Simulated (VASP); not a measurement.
Runs of VASP 6.6.1 on BP. The structure is that of space group F-43m (No. 216), or close to it. The cells are those of the table. 

```csv
task,cell,cutoff (eV),gap on the mesh (eV),pressure (GPa)
single point,"a = 3.165 Å, angles 60.0°, 2 atoms",520,1.17,1.7
single point,"a = 3.186 Å, angles 60.0°, 2 atoms",520,1.19,(a)
relaxation of cell and atoms,"relaxed from a = 3.175 Å, angles 60.0°, 2 atoms",600,1.18,-0.1
single point,"a = 3.175 Å, angles 60.0°, 2 atoms",520,1.18,-0.1
```

Alike in all rows: level LDA; potentials or basis VASP PAW LDA potentials, release 64 (B, P); no spin polarisation; k mesh 8 × 8 × 8; smearing fermi-dirac 0.02 eV.

Task: Fill in the values left out.

Result: (a) -1.8.

Caveats: the relaxation stopped at its first step, so nothing moved (some runs).

A k mesh can miss the band edges.
